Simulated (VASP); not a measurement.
The system is TaSi2.

```xyz
9
Lattice="4.7800 0.0000 0.0000 -2.3900 4.1396 0.0000 0.0000 0.0000 6.5640" Properties=species:S:1:pos:R:3 pbc="T T T"
Ta   -1.1950    2.0698    1.0940
Ta    1.1950    2.0698    5.4700
Ta    2.3900    0.0000    3.2820
Si    1.1949    0.6899    1.0940
Si   -1.1951    3.4497    5.4700
Si    2.3900    2.7599    3.2820
Si    1.1951    3.4497    1.0940
Si    3.5851    0.6899    5.4700
Si    0.0000    1.3797    3.2820
```

| Property | Result |
| --- | --- |
| Program | VASP 6.6.1 |
| Task | relaxation of cell and atoms |
| Functional | RPBE |
| Dispersion | D4 |
| Potentials or basis | VASP PAW PBE potentials, release 64 (Ta_pv, Si) |
| Cutoff | 600 eV |
| k mesh | 7 × 7 × 4 |
| Occupations | fermi-dirac, width 0.05 eV |
| Spin | no spin polarisation |

At the start: pressure -2.5 GPa; volume 14.43 Å³/atom.

Task: How do energy, volume and symmetry change on relaxing?

Result: Over 7 steps the energy falls by 19.6 meV/atom and the volume is 14.20 Å³/atom (-1.6 %); space group P6_222 (No. 180, to 0.1 Å) before and after.

Step by step:
```csv
step,energy change (eV),largest force (eV/Å),pressure (GPa),volume (Å³)
1,0.0000,0.8112,-2.54,129.88
2,-0.1326,0.3047,3.37,125.63
3,-0.1338,0.3527,2.85,125.96
4,-0.1611,0.1640,-1.57,128.71
5,-0.1718,0.0147,-0.11,127.74
6,-0.1754,0.0030,0.08,127.77
7,-0.1764,0.0021,0.01,127.76
```

Final structure:
```cif
data_structure
_symmetry_space_group_name_H-M 'P 1'
_symmetry_Int_Tables_number 1
_cell_length_a 4.7443
_cell_length_b 4.7443
_cell_length_c 6.5544
_cell_angle_alpha 90.000
_cell_angle_beta 90.000
_cell_angle_gamma 120.000
_cell_volume 127.76
loop_
_atom_site_label
_atom_site_type_symbol
_atom_site_fract_x
_atom_site_fract_y
_atom_site_fract_z
_atom_site_occupancy
Ta1 Ta 0.00000 0.50000 0.16667 1
Ta2 Ta 0.50000 0.50000 0.83333 1
Ta3 Ta 0.50000 0.00000 0.50000 1
Si1 Si 0.31881 0.15940 0.16667 1
Si2 Si 0.15940 0.84060 0.83333 1
Si3 Si 0.84060 0.68119 0.50000 1
Si4 Si 0.68119 0.84060 0.16667 1
Si5 Si 0.84060 0.15940 0.83333 1
Si6 Si 0.15940 0.31881 0.50000 1
```

Caveat: the PAW data sets were made with another functional, which shifts forces and pressure a little.
